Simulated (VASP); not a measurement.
# MgO: single point with HSE06

MgO:

```
Mg O
1.0
     0.00000    2.10217    2.16250
     2.10217    0.00000    2.16250
     2.10217    2.10217    0.00000
Mg O
1 1
Cartesian
  0.0000 0.0000 0.0000
  2.1022 2.1022 2.1625
```

This cell differs from its parent crystal: uniaxial z strain +2.9%.

```yaml
Program: VASP 6.6.1
Task: single point
Functional: HSE06
Potentials_or_basis: VASP PAW PBE potentials, release 64 (Mg, O)
Cutoff: 520 eV
k_mesh: 8 × 8 × 8
Occupations: gaussian, width 0.01 eV
Spin: no spin polarisation
Dipole_correction: no
Grid_for_exact_exchange_PRECFOCK: Normal
Further_INCAR_settings: ALGO = Normal; EDIFF = 1e-06; NBANDS = 11
Share_of_exact_exchange: 0.25
Screening_parameter: 0.2079 1/Å
```

The pressure is -4.9 GPa. The band gap on the k mesh is 6.14 eV.

Stress tensor (GPa, compression positive):
```
-3.29  0.00  0.00
 0.00 -3.29  0.00
 0.00  0.00 -8.01
```

Levels at points of the mesh, in eV from the valence-band top:
```
           k point  band 1  band 2  band 3  band 4  band 5  band 6  band 7  band 8
(0.00, 0.00, 0.00)  -18.76   -0.08   -0.08    0.00    6.14   17.37   17.66   17.66
(0.50, 0.00, 0.00)  -17.47   -4.88   -0.77   -0.71    9.45   14.52   17.72   18.34
(0.50, 0.50, 0.00)  -17.26   -4.39   -1.41   -1.41   10.96   11.57   14.79   21.17
(0.50, 0.00, 0.50)  -17.18   -4.31   -1.63   -1.42   10.67   11.52   15.16   20.55
```

It took 62 min on 1 thread of Intel(R) Xeon(R) Platinum 8259CL CPU @ 2.50GHz (Skylake/Cascade Lake), with other jobs on the host, peak memory 0.27 GiB.

Caveat: the cell differs from its parent crystal (uniaxial z strain +2.9%); the cell stands under tension; the PAW data sets were made with another functional, which shifts forces and pressure a little.
